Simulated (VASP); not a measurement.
# Si (Ia-3) in VASP: a series of runs

Si is run at these levels: PBEsol, r2SCAN; tasks: electric field gradients.

Program: VASP 6.6.1. These are calculated values, not measurements. Logs are shortened: lines on timing, memory, paths and dates and some standing lists are left out, and cuts for length are marked.

### 1 The cell of the first run

The structure is cubic, space group Ia-3 (No. 206). The conventional cell has a = 6.636 Å, b = 6.636 Å, c = 6.636 Å, α = 90.00°, β = 90.00°, γ = 90.00°. Within 3.1 Å of Si (site symmetry 3) lie 4 Si at 2.34 to 2.39 Å.

### 2 Electric field gradients, PBEsol

INCAR

```
PREC = Accurate
ENCUT = 520
EDIFF = 1E-8
ISMEAR = -1
SIGMA = 0.05
LREAL = False
LASPH = True
NELM = 100
ALGO = Normal
ISIF = 2
LWAVE = False
LCHARG = False
GGA = PS
LEFG = True
NBANDS = 26
```

KPOINTS

```
Automatic mesh
0
Gamma
  10 10 10
```

POSCAR

```
Si
1.0
   -3.3180000000      3.3180000000      3.3180000000
    3.3180000000     -3.3180000000      3.3180000000
    3.3180000000      3.3180000000     -3.3180000000
Si
8
Direct
    0.2033210781      0.2033210781      0.2033210781
    0.5000000000      0.0000000000      0.2966789219
    0.2966789219      0.5000000000      0.0000000000
    0.0000000000      0.2966789219      0.5000000000
    0.7966789219      0.7966789219      0.7966789219
    0.5000000000      0.0000000000      0.7033210781
    0.7033210781      0.5000000000      0.0000000000
    0.0000000000      0.7033210781      0.5000000000
```

Potentials or basis: VASP PAW PBE potentials, release 64 (Si).

On the command line:

```bash
$ cat potpaw_PBE.64/Si/POTCAR > POTCAR
$ mpirun -np 1 vasp_std > vasp.out
```

OUTCAR:

```text
PREC = Accurate
   ENCUT = 520
   EDIFF = 1E-8
   ISMEAR = -1
   LREAL = False
   LASPH = True
   NELM = 100
   ISIF = 2
   GGA = PS

 ion  position               nearest neighbor table
   1  0.203  0.203  0.203-   5 2.34   3 2.39   4 2.39   2 2.39
   2  0.500  0.000  0.297-   6 2.34   4 2.39   1 2.39   3 2.39
   3  0.297  0.500  0.000-   7 2.34   1 2.39   2 2.39   4 2.39
   4  0.000  0.297  0.500-   8 2.34   3 2.39   1 2.39   2 2.39
   5  0.797  0.797  0.797-   1 2.34   7 2.39   6 2.39   8 2.39
   6  0.500  0.000  0.703-   2 2.34   5 2.39   7 2.39   8 2.39
   7  0.703  0.500  0.000-   3 2.34   5 2.39   8 2.39   6 2.39
   8  0.000  0.703  0.500-   4 2.34   5 2.39   6 2.39   7 2.39

  LATTYP: Found a body centered cubic cell.
 ALAT       =     6.6360000000

  Lattice vectors:

 A1 = (  -3.3180000000,   3.3180000000,   3.3180000000)
 A2 = (   3.3180000000,  -3.3180000000,   3.3180000000)
 A3 = (   3.3180000000,   3.3180000000,  -3.3180000000)

Analysis of symmetry for initial positions (statically):
=====================================================================
 Subroutine PRICEL returns:
 Original cell was already a primitive cell.

 Routine SETGRP: Setting up the symmetry group for a
 body centered cubic supercell.

 Subroutine GETGRP returns: Found 24 space group operations
 (whereof  6 operations were pure point group operations)
 out of a pool of 48 trial point group operations.

The static configuration has the point symmetry S_6 .
 The point group associated with its full space group is T_h .

Analysis of symmetry for dynamics (positions and initial velocities):
=====================================================================
 Subroutine PRICEL returns:
 Original cell was already a primitive cell.

 Routine SETGRP: Setting up the symmetry group for a
 body centered cubic supercell.

 Subroutine GETGRP returns: Found 24 space group operations
 (whereof  6 operations were pure point group operations)
 out of a pool of 48 trial point group operations.

The dynamic configuration has the point symmetry S_6 .
 The point group associated with its full space group is T_h .

 Subroutine INISYM returns: Found 24 space group operations
 (whereof  6 operations are pure point group operations),
[... 862 lines left out ...]

  FORCE on cell =-STRESS in cart. coord.  units (eV):
  Direction    XX          YY          ZZ          XY          YZ          ZX
  --------------------------------------------------------------------------------------
  -------------------------------------------------------------------------------------
  Total       -1.0410902     -1.0410902     -1.0410902      0.0000000      0.0000000     -0.0000000
  in kB      -11.4158909    -11.4158909    -11.4158909      0.0000000      0.0000000     -0.0000000
  external PRESSURE =     -11.4158909 kB  Pullay stress =       0.0000000 kB

 VOLUME and BASIS-vectors are now :
 -----------------------------------------------------------------------------
  energy-cutoff  :      520.00
  volume of cell :      146.11
      direct lattice vectors                 reciprocal lattice vectors
    -3.318000000  3.318000000  3.318000000     0.000000000  0.150693189  0.150693189
     3.318000000 -3.318000000  3.318000000     0.150693189  0.000000000  0.150693189
     3.318000000  3.318000000 -3.318000000     0.150693189  0.150693189  0.000000000

 POSITION                                       TOTAL-FORCE (eV/Angst)
 -----------------------------------------------------------------------------------
      0.67462      0.67462      0.67462         0.029269      0.029269      0.029269
     -0.67462      2.64338      0.67462        -0.029269     -0.029269      0.029269
      0.67462     -0.67462      2.64338         0.029269     -0.029269     -0.029269
      2.64338      0.67462     -0.67462        -0.029269      0.029269     -0.029269
      2.64338      2.64338      2.64338        -0.029269     -0.029269     -0.029269
      0.67462      3.99262     -0.67462         0.029269      0.029269     -0.029269
     -0.67462      0.67462      3.99262        -0.029269      0.029269      0.029269
      3.99262     -0.67462      0.67462         0.029269     -0.029269      0.029269
 -----------------------------------------------------------------------------------
    total drift:                                0.000000      0.000000      0.000000

  FREE ENERGIE OF THE ION-ELECTRON SYSTEM (eV)
  ---------------------------------------------------
  free  energy   TOTEN  =       -45.0131972626 eV

  energy  without entropy=      -45.0058867971  energy(sigma->0) =      -45.00954203

 Electric field gradients (V/A^2)
---------------------------------------------------------------------
 ion       V_xx      V_yy      V_zz      V_xy      V_xz      V_yz
---------------------------------------------------------------------
   1       0.000     0.000    -0.000    -4.951    -4.951    -4.951
   2      -0.000    -0.000     0.000    -4.951     4.951     4.951
   3       0.000    -0.000    -0.000     4.951     4.951    -4.951
   4      -0.000     0.000    -0.000     4.951    -4.951     4.951
   5      -0.000     0.000     0.000    -4.951    -4.951    -4.951
   6      -0.000    -0.000     0.000    -4.951     4.951     4.951
   7       0.000    -0.000    -0.000     4.951     4.951    -4.951
   8      -0.000     0.000    -0.000     4.951    -4.951     4.951
---------------------------------------------------------------------

 Electric field gradients after diagonalization (V/A^2)
 (convention: |V_zz| > |V_xx| > |V_yy|)
----------------------------------------------------------------------
 ion       V_xx      V_yy      V_zz     asymmetry (V_yy - V_xx)/ V_zz
----------------------------------------------------------------------
   1       4.951     4.951    -9.902       0.000
   2       4.951     4.951    -9.902       0.000
   3       4.951     4.951    -9.902       0.000
   4       4.951     4.951    -9.902       0.000
   5       4.951     4.951    -9.902       0.000
   6       4.951     4.951    -9.902       0.000
   7       4.951     4.951    -9.902       0.000
   8       4.951     4.951    -9.902       0.000
----------------------------------------------------------------------

           NMR quadrupolar parameters

 Cq : quadrupolar parameter    Cq=e*Q*V_zz/h
 eta: asymmetry parameters     (V_yy - V_xx)/ V_zz
 Q  : nuclear electric quadrupole moment in mb (millibarn)
----------------------------------------------------------------------
 ion       Cq(MHz)       eta       Q (mb)
----------------------------------------------------------------------
   1      -0.024       0.000       1.000
   2      -0.024       0.000       1.000
   3      -0.024       0.000       1.000
   4      -0.024       0.000       1.000
   5      -0.024       0.000       1.000
   6      -0.024       0.000       1.000
   7      -0.024       0.000       1.000
   8      -0.024       0.000       1.000
----------------------------------------------------------------------
```

OSZICAR:

```text
N       E                     dE             d eps       ncg     rms          rms(c)
DAV:   1     0.554051778547E+02    0.55405E+02   -0.12106E+04  3172   0.102E+03
DAV:   2    -0.410971407244E+02   -0.96502E+02   -0.88689E+02  3942   0.144E+02
DAV:   3    -0.457188140588E+02   -0.46217E+01   -0.45150E+01  4220   0.285E+01
DAV:   4    -0.457875776965E+02   -0.68764E-01   -0.68547E-01  3996   0.434E+00
DAV:   5    -0.457887876184E+02   -0.12099E-02   -0.12089E-02  4138   0.524E-01    0.959E+00
DAV:   6    -0.452047903330E+02    0.58400E+00   -0.36656E-01  3954   0.254E+00    0.562E+00
DAV:   7    -0.450192561196E+02    0.18553E+00   -0.48395E-01  3954   0.280E+00    0.657E-01
DAV:   8    -0.450135139543E+02    0.57422E-02   -0.74340E-02  3738   0.129E+00    0.375E-01
DAV:   9    -0.450136061392E+02   -0.92185E-04   -0.35298E-03  3954   0.319E-01    0.186E-01
DAV:  10    -0.450132405643E+02    0.36557E-03   -0.54210E-04  3938   0.118E-01    0.633E-02
DAV:  11    -0.450132000026E+02    0.40562E-04   -0.31113E-04  3964   0.718E-02    0.307E-02
DAV:  12    -0.450131988845E+02    0.11181E-05   -0.36068E-05  3732   0.284E-02    0.196E-02
DAV:  13    -0.450131972577E+02    0.16267E-05   -0.25052E-06  4102   0.702E-03    0.414E-03
DAV:  14    -0.450131972946E+02   -0.36830E-07   -0.50684E-07  4000   0.300E-03    0.264E-03
DAV:  15    -0.450131972672E+02    0.27366E-07   -0.60549E-08  4016   0.121E-03    0.253E-04
DAV:  16    -0.450131972626E+02    0.45929E-08   -0.16412E-08  2406   0.571E-04
   1 F= -.45013197E+02 E0= -.45009542E+02  d E =-.731047E-02
```

Run time: 5.8 min. Hardware: 1 thread of Oxide Virtual Turin-like, shared host; peak memory 0.36 GiB.

What came out:

```yaml
Free_energy: -45.0132 eV
Pressure: -1.1 GPa
Largest_force: 0.051 eV/Å
Band_gap_on_the_k_mesh: zero (bands 16 and 17 overlap by 0.20 eV)
Largest_electric_field_gradient_by_atom: Si -9.9 V/Å²
```

Forces in eV/Å, atoms in the order of the input:
```
Si   0.029  0.029  0.029
Si  -0.029 -0.029  0.029
Si   0.029 -0.029 -0.029
Si  -0.029  0.029 -0.029
Si  -0.029 -0.029 -0.029
Si   0.029  0.029 -0.029
Si  -0.029  0.029  0.029
Si   0.029 -0.029  0.029
```

Levels at points of the mesh, in eV from the Fermi level:
```
           k point  band 13  band 14  band 15  band 16  band 17  band 18  band 19  band 20
(0.00, 0.00, 0.00)    -4.11    -1.44    -1.44    -0.84     1.66     1.66     1.66     3.69
(0.50, 0.00, 0.00)    -2.15    -2.15    -1.31    -1.31     0.36     0.36     1.99     1.99
(0.50, 0.50, 0.50)    -2.60    -0.61     0.20     0.20     0.20     2.82     2.86     2.86
```

Electric field gradients, principal values (V/Å²):
| atom | least | middle | greatest (by size) |
| --- | --- | --- | --- |
| 1 Si | 4.951 | 4.951 | -9.902 |
| 2 Si | 4.951 | 4.951 | -9.902 |
| 3 Si | 4.951 | 4.951 | -9.902 |
| 4 Si | 4.951 | 4.951 | -9.902 |
| 5 Si | 4.951 | 4.951 | -9.902 |
| 6 Si | 4.951 | 4.951 | -9.902 |
| 7 Si | 4.951 | 4.951 | -9.902 |
| 8 Si | 4.951 | 4.951 | -9.902 |

Caveat: semilocal functionals underestimate gaps, and a narrow one can read as zero; without QUAD_EFG the Cq values of the log hold for a quadrupole moment of 1 mb, not for the nuclei; the PAW data sets were made with another functional, which shifts forces and pressure a little.

### 3 Electric field gradients, r2SCAN

POSCAR is that of step 2.

INCAR.step1

```
ALGO = Normal ; EDIFF = 1E-4
ENCUT = 520 ; GGA = PE
ISMEAR = -1 ; LASPH = True
LCHARG = False ; LREAL = False
LWAVE = True ; NBANDS = 26
NELM = 80 ; PREC = Accurate
SIGMA = 0.05
```

INCAR.step2

```
ALGO = Normal ; EDIFF = 1E-8
ENCUT = 520 ; ISIF = 2
ISMEAR = -1 ; ISTART = 1
LASPH = True ; LCHARG = False
LEFG = True ; LMIXTAU = True
LREAL = False ; LWAVE = False
METAGGA = R2SCAN ; NBANDS = 26
NELM = 80 ; PREC = Accurate
SIGMA = 0.05
```

KPOINTS

```
k-points
0
Gamma
  10 10 10
```

Potentials or basis: VASP PAW PBE potentials, release 64 (Si).

On the command line:

```bash
$ cat potpaw_PBE.64/Si/POTCAR > POTCAR
$ cp INCAR.step1 INCAR
$ mpirun -np 1 vasp_std > vasp.out
$ cp INCAR.step2 INCAR
$ mpirun -np 1 vasp_std > vasp.out
```

OUTCAR:

```text
EDIFF = 1E-8
   ENCUT = 520
   ISIF = 2
   ISMEAR = -1
   ISTART = 1
   LASPH = True
   LREAL = False
   METAGGA = R2SCAN
   NELM = 80
   PREC = Accurate

 ion  position               nearest neighbor table
   1  0.203  0.203  0.203-   5 2.34   3 2.39   4 2.39   2 2.39
   2  0.500  0.000  0.297-   6 2.34   4 2.39   1 2.39   3 2.39
   3  0.297  0.500  0.000-   7 2.34   1 2.39   2 2.39   4 2.39
   4  0.000  0.297  0.500-   8 2.34   3 2.39   1 2.39   2 2.39
   5  0.797  0.797  0.797-   1 2.34   7 2.39   6 2.39   8 2.39
   6  0.500  0.000  0.703-   2 2.34   5 2.39   7 2.39   8 2.39
   7  0.703  0.500  0.000-   3 2.34   5 2.39   8 2.39   6 2.39
   8  0.000  0.703  0.500-   4 2.34   5 2.39   6 2.39   7 2.39

  LATTYP: Found a body centered cubic cell.
 ALAT       =     6.6360000000

  Lattice vectors:

 A1 = (  -3.3180000000,   3.3180000000,   3.3180000000)
 A2 = (   3.3180000000,  -3.3180000000,   3.3180000000)
 A3 = (   3.3180000000,   3.3180000000,  -3.3180000000)

Analysis of symmetry for initial positions (statically):
=====================================================================
 Subroutine PRICEL returns:
 Original cell was already a primitive cell.

 Routine SETGRP: Setting up the symmetry group for a
 body centered cubic supercell.

 Subroutine GETGRP returns: Found 24 space group operations
 (whereof  6 operations were pure point group operations)
 out of a pool of 48 trial point group operations.

The static configuration has the point symmetry S_6 .
 The point group associated with its full space group is T_h .

Analysis of symmetry for dynamics (positions and initial velocities):
[... 889 lines left out ...]
  energy-cutoff  :      520.00
  volume of cell :      146.11
      direct lattice vectors                 reciprocal lattice vectors
    -3.318000000  3.318000000  3.318000000     0.000000000  0.150693189  0.150693189
     3.318000000 -3.318000000  3.318000000     0.150693189  0.000000000  0.150693189
     3.318000000  3.318000000 -3.318000000     0.150693189  0.150693189  0.000000000

 POSITION                                       TOTAL-FORCE (eV/Angst)
 -----------------------------------------------------------------------------------
      0.67462      0.67462      0.67462        -0.098718     -0.098718     -0.098718
     -0.67462      2.64338      0.67462         0.098718      0.098718     -0.098718
      0.67462     -0.67462      2.64338        -0.098718      0.098718      0.098718
      2.64338      0.67462     -0.67462         0.098718     -0.098718      0.098718
      2.64338      2.64338      2.64338         0.098718      0.098718      0.098718
      0.67462      3.99262     -0.67462        -0.098718     -0.098718      0.098718
     -0.67462      0.67462      3.99262         0.098718     -0.098718     -0.098718
      3.99262     -0.67462      0.67462        -0.098718      0.098718     -0.098718
 -----------------------------------------------------------------------------------
    total drift:                                0.000000      0.000000      0.000000

  FREE ENERGIE OF THE ION-ELECTRON SYSTEM (eV)
  ---------------------------------------------------
  free  energy   TOTEN  =       -68.6870273007 eV

  energy  without entropy=      -68.6832782744  energy(sigma->0) =      -68.68515279

 Electric field gradients (V/A^2)
---------------------------------------------------------------------
 ion       V_xx      V_yy      V_zz      V_xy      V_xz      V_yz
---------------------------------------------------------------------
   1       0.000    -0.000    -0.000    -5.707    -5.707    -5.707
   2      -0.000    -0.000     0.000    -5.707     5.707     5.707
   3       0.000    -0.000    -0.000     5.707     5.707    -5.707
   4      -0.000     0.000    -0.000     5.707    -5.707     5.707
   5       0.000    -0.000    -0.000    -5.707    -5.707    -5.707
   6      -0.000    -0.000     0.000    -5.707     5.707     5.707
   7       0.000    -0.000    -0.000     5.707     5.707    -5.707
   8      -0.000     0.000    -0.000     5.707    -5.707     5.707
---------------------------------------------------------------------

 Electric field gradients after diagonalization (V/A^2)
 (convention: |V_zz| > |V_xx| > |V_yy|)
----------------------------------------------------------------------
 ion       V_xx      V_yy      V_zz     asymmetry (V_yy - V_xx)/ V_zz
----------------------------------------------------------------------
   1       5.707     5.707   -11.414       0.000
   2       5.707     5.707   -11.414       0.000
   3       5.707     5.707   -11.414       0.000
   4       5.707     5.707   -11.414       0.000
   5       5.707     5.707   -11.414       0.000
   6       5.707     5.707   -11.414       0.000
   7       5.707     5.707   -11.414       0.000
   8       5.707     5.707   -11.414       0.000
----------------------------------------------------------------------

           NMR quadrupolar parameters

 Cq : quadrupolar parameter    Cq=e*Q*V_zz/h
 eta: asymmetry parameters     (V_yy - V_xx)/ V_zz
 Q  : nuclear electric quadrupole moment in mb (millibarn)
----------------------------------------------------------------------
 ion       Cq(MHz)       eta       Q (mb)
----------------------------------------------------------------------
   1      -0.028       0.000       1.000
   2      -0.028       0.000       1.000
   3      -0.028       0.000       1.000
   4      -0.028       0.000       1.000
   5      -0.028       0.000       1.000
   6      -0.028       0.000       1.000
   7      -0.028       0.000       1.000
   8      -0.028       0.000       1.000
----------------------------------------------------------------------
```

It took 39 min on 1 thread of Oxide Virtual Turin-like, shared host; peak memory 0.4 GiB.

Results:

```yaml
Free_energy: -68.6870 eV
Pressure: -0.1 GPa
Largest_force: 0.171 eV/Å
Band_gap_on_the_k_mesh: zero (bands 16 and 17 overlap by 0.13 eV)
Largest_electric_field_gradient_by_atom: Si -11.4 V/Å²
```

Forces in eV/Å, atoms in the order of the input:
```
Si  -0.099 -0.099 -0.099
Si   0.099  0.099 -0.099
Si  -0.099  0.099  0.099
Si   0.099 -0.099  0.099
Si   0.099  0.099  0.099
Si  -0.099 -0.099  0.099
Si   0.099 -0.099 -0.099
Si  -0.099  0.099 -0.099
```

Electric field gradients, principal values (V/Å²):
| atom | least | middle | greatest (by size) |
| --- | --- | --- | --- |
| 1 Si | 5.707 | 5.707 | -11.414 |
| 2 Si | 5.707 | 5.707 | -11.414 |
| 3 Si | 5.707 | 5.707 | -11.414 |
| 4 Si | 5.707 | 5.707 | -11.414 |
| 5 Si | 5.707 | 5.707 | -11.414 |
| 6 Si | 5.707 | 5.707 | -11.414 |
| 7 Si | 5.707 | 5.707 | -11.414 |
| 8 Si | 5.707 | 5.707 | -11.414 |

Caveat: semilocal functionals underestimate gaps, and a narrow one can read as zero; without QUAD_EFG the Cq values of the log hold for a quadrupole moment of 1 mb, not for the nuclei; the PAW data sets were made with another functional, which shifts forces and pressure a little.
